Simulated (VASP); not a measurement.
# AlNi: single point with LDA

Crystal: AlNi.

```
CELL_PARAMETERS angstrom
2.88791 0.00000 0.00000
0.00000 2.88791 0.00000
0.00000 0.00000 2.88791
ATOMIC_POSITIONS crystal
Al 0.50000 0.50000 0.50000
Ni 0.00000 0.00000 0.00000
```

| Item | Value |
| --- | --- |
| Program | VASP 6.6.1 |
| Task | single point |
| Functional | LDA |
| Potentials or basis | VASP PAW LDA potentials, release 64 (Al, Ni) |
| Cutoff | 600 eV |
| k mesh | 14 × 14 × 14 |
| Occupations | gaussian, width 0.1 eV |
| Spin | no spin polarisation |
| Dipole correction | no |
| Further INCAR settings | ALGO = Normal; EDIFF = 1e-06; NBANDS = 14 |

The pressure is -9.2 GPa. The band gap on the k mesh is zero (an odd number of electrons rules out a gap without spin polarisation).

Levels at points of the mesh, in eV from the Fermi level:
```tsv
k point	band 3	band 4	band 5	band 6	band 7	band 8	band 9	band 10	band 11	band 12
(0.00, 0.00, 0.00)	-3.18	-1.52	-1.52	-1.52	5.46	5.46	5.46	8.23	8.23	13.45
(0.50, 0.00, 0.00)	-2.72	-2.22	-2.22	-1.43	-0.63	8.39	9.98	9.98	10.78	10.78
(0.50, 0.50, 0.00)	-2.78	-2.78	-2.05	-2.05	-1.00	1.47	2.46	12.08	15.12	15.12
(0.50, 0.50, 0.50)	-4.03	-0.97	-0.97	2.07	2.07	2.07	3.56	4.49	4.49	4.49
```

Wall time 35 s on 1 thread of Intel Xeon 8259CL, with other jobs on the host, peak memory 0.17 GiB.

Caveat: the cell stands under tension. Spin polarisation is off, so any magnetic state and its effect on volume and gap are missing.
